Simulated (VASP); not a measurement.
Si, 6 atoms in the cell. The typed cell holds 6 atoms: a = 3.840 Å, b = 3.840 Å, c = 10.400 Å, α = 68.33°, β = 68.33°, γ = 60.00°. 

```yaml
Program: VASP 6.6.1
Task: single point
Functional: PBE
Potentials_or_basis: VASP PAW PBE potentials, release 64 (Si)
Cutoff: 520 eV
k_mesh: 8 × 8 × 3
Occupations: gaussian, width 0.05 eV
Spin: no spin polarisation
Dipole_correction: no
Further_INCAR_settings: ALGO = Normal; EDIFF = 1e-06; NBANDS = 21
```

Potentials or basis: VASP PAW PBE potentials, release 64 (Si).

The run is started by

```bash
$ cat potpaw_PBE.64/Si/POTCAR > POTCAR
$ mpirun -np 1 vasp_std > vasp.out
```

Hardware: 1 thread of Intel(R) Xeon(R) Platinum 8488C (Sapphire Rapids), on a shared host.

Task: How long does it take, and how much memory?

Result: It took 4 min on 1 thread of Intel(R) Xeon(R) Platinum 8488C (Sapphire Rapids) (shared host), peak memory 0.3 GiB. Counts: scf iterations 13, k points 57.
